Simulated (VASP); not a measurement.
Here is a VASP 6.6.1 calculation.

Contents of INCAR:

```
SYSTEM = ZnO
ALGO     = Normal         ! electronic algorithm
EDIFF    = 1E-6           ! SCF threshold, eV
EDIFFG   = -0.01          ! ionic threshold
ENCUT    = 600            ! plane-wave cutoff, eV
GGA      = PE             ! functional
IBRION   = 2              ! ionic algorithm
ISIF     = 4              ! what is computed and relaxed
ISMEAR   = 0              ! smearing method
LASPH    = .TRUE.         ! aspherical terms in the spheres
LCHARG   = .FALSE.        ! write CHGCAR
LREAL    = .FALSE.        ! projectors in reciprocal space
LWAVE    = .FALSE.        ! write WAVECAR
NELM     = 100            ! most SCF steps
NSW      = 50             ! ionic steps
PREC     = Accurate       ! precision mode
SIGMA    = 0.02           ! smearing width, eV
```

Contents of KPOINTS:

```
k-points
0
G
  9 9 6
  0 0 0
```

POSCAR

```
ZnO
1.0
    3.3853481990      0.0000000000      0.0000000000
   -1.6926740995      2.9317975410      0.0000000000
    0.0000000000      0.0000000000      5.4641414660
Zn O
2 2
Direct
    0.3333333333      0.6666666667      0.4999685881
    0.6666666667      0.3333333333     -0.0000314119
    0.6666666667      0.3333333333      0.3790414119
    0.3333333333      0.6666666667      0.8790414119
```

Potentials or basis: VASP PAW PBE potentials, release 64 (Zn, O).

Run with:

```console
$ cat potpaw_PBE.64/Zn/POTCAR potpaw_PBE.64/O/POTCAR > POTCAR
$ mpirun -np 1 vasp_std > vasp.out
```

Q: Predict the band gap on the k mesh.

A: 0.58 eV.

Stress tensor (GPa, compression positive):
```
-9.52  0.00  0.00
 0.00 -9.52  0.00
 0.00  0.00 -9.42
```

Caveat: the relaxation stopped at its first step, so nothing moved.
